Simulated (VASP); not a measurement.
Input of a VASP 6.6.1 run:

INCAR

```
SYSTEM = In
PREC     = Accurate       ! precision mode
ENCUT    = 600            ! plane-wave cutoff, eV
EDIFF    = 1E-7           ! SCF threshold, eV
ISMEAR   = -1             ! smearing method
SIGMA    = 0.05           ! smearing width, eV
LREAL    = .FALSE.        ! projectors in reciprocal space
LASPH    = .TRUE.         ! aspherical terms in the spheres
NELM     = 60             ! most SCF steps
ALGO     = Normal         ! electronic algorithm
ISIF     = 3              ! what is computed and relaxed
LWAVE    = .FALSE.        ! write WAVECAR
LCHARG   = .FALSE.        ! write CHGCAR
GGA      = RP             ! functional
IVDW     = 12             ! dispersion correction
IBRION   = 2              ! ionic algorithm
NSW      = 60             ! ionic steps
EDIFFG   = -0.01          ! ionic threshold
```

KPOINTS

```
Automatic mesh
0
G
  11 11 11
  0 0 0
```

Contents of POSCAR:

```
In
1.0
   -1.6254700000      1.6254700000      2.4737000000
    1.6254700000     -1.6254700000      2.4737000000
    1.6254700000      1.6254700000     -2.4737000000
In
1
Direct
    0.0000000000      0.0000000000      0.0000000000
```

Potentials or basis: VASP PAW PBE potentials, release 64 (In_d).

Launch:

```console
$ cat potpaw_PBE.64/In_d/POTCAR > POTCAR
$ mpirun -np 1 vasp_std > vasp.out
```

(1) What does it give for the dispersion energy per atom?

(2) Predict the relaxed cell.

Results:

(1) -2.911 eV.

(2) a = 3.024 Å, b = 3.024 Å, c = 3.024 Å, α = 117.90°, β = 117.90°, γ = 93.67°.
